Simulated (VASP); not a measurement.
Input of a VASP 6.6.1 run:

Contents of INCAR:

```
PREC = Accurate ; ENCUT = 520
EDIFF = 1E-7 ; ISMEAR = -1
SIGMA = 0.15 ; LREAL = F
LASPH = T ; NELM = 80
ALGO = Normal ; ISIF = 2
LWAVE = F ; LCHARG = F
GGA = PS ; NBANDS = 26
```

Contents of KPOINTS:

```
regular mesh
0
Gamma
  5 5 5
```

Contents of POSCAR:

```
ScAl2
1.0
    0.0000000000      3.8638148789      3.8638148789
    3.8638148789      0.0000000000      3.8638148789
    3.8638148789      3.8638148789      0.0000000000
Sc Al
2 4
Direct
    0.5000000000      0.5000000000      0.5000000000
    0.7500000000      0.7500000000      0.7500000000
    0.1250000000      0.1250000000      0.1250000000
    0.6250000000      0.1250000000      0.1250000000
    0.1250000000      0.6250000000      0.1250000000
    0.1250000000      0.1250000000      0.6250000000
```

Potentials or basis: VASP PAW PBE potentials, release 64 (Sc_sv, Al).

Launch:

```sh
$ cat potpaw_PBE.64/Sc_sv/POTCAR potpaw_PBE.64/Al/POTCAR > POTCAR
$ mpirun -np 1 vasp_std > vasp.out
```

Problem. Predict the band gap on the k mesh.

Solution. Zero (band 17 reaches 6.29 eV, above the bottom of band 18 at 4.32 eV).

Problem. Predict the pressure.

Solution. -6.0 GPa.

Caveat: the PAW data sets were made with another functional, which shifts forces and pressure a little.
